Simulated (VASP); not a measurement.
Runs of VASP 6.6.1 on SiC. The structure is that of space group R3m (No. 160), or close to it. The cells are those of the table. 

| cell | gap on the mesh (eV) | pressure (GPa) | largest force (eV/Å) |
| --- | --- | --- | --- |
| a = 3.100, b = 3.100, c = 2.943 Å, angles 58.2, 58.2, 60.0°, 2 atoms | 0.79 | 18.2 | 1.53 |
| a = 3.195, b = 3.195, c = 3.034 Å, angles 58.2, 58.2, 60.0°, 2 atoms | 0.94 | -3.9 | 1.00 |
| a = 3.115, b = 3.115, c = 3.291 Å, angles 61.8, 61.8, 60.0°, 2 atoms | 1.09 | -18.3 | 0.05 |
| a = 2.874, b = 2.874, c = 3.036 Å, angles 61.8, 61.8, 60.0°, 2 atoms | 0.77 | 39.1 | 1.16 |
| a = 3.132, b = 3.132, c = 2.974 Å, angles 58.2, 58.2, 60.0°, 2 atoms | 0.85 | 9.8 | (c) |
| a = 3.226, b = 3.226, c = 3.063 Å, angles 58.2, 58.2, 60.0°, 2 atoms | 0.99 | -9.4 | 0.85 |
| a = 2.938, b = 2.938, c = 3.104 Å, angles 61.8, 61.8, 60.0°, 2 atoms | 0.87 | (a) | 0.80 |
| a = 3.029, b = 3.029, c = 3.200 Å, angles 61.8, 61.8, 60.0°, 2 atoms | 0.99 | (b) | 0.38 |
| a = 2.907, b = 2.907, c = 3.071 Å, angles 61.8, 61.8, 60.0°, 2 atoms | 0.82 | 27.8 | 0.97 |
| a = 3.058, b = 3.058, c = 3.231 Å, angles 61.8, 61.8, 60.0°, 2 atoms | 1.03 | -9.5 | 0.26 |
| a = 2.999, b = 2.999, c = 3.169 Å, angles 61.8, 61.8, 60.0°, 2 atoms | 0.95 | 2.2 | 0.50 |
| a = 3.066, b = 3.066, c = 2.911 Å, angles 58.2, 58.2, 60.0°, 2 atoms | 0.73 | 28.0 | 1.74 |

Alike in all rows: task single point; level PBEsol; potentials or basis VASP PAW PBE potentials, release 64 (Si, C); no spin polarisation; k mesh 12 × 12 × 12; cutoff (eV) 520; smearing gaussian 0.05 eV.

**Question.** Fill in the values left out.

**Answer.** (a) 18.0; (b) -4.1; (c) 1.33.

Caveats: the PAW data sets were made with another functional, which shifts forces and pressure a little.

A k mesh can miss the band edges.
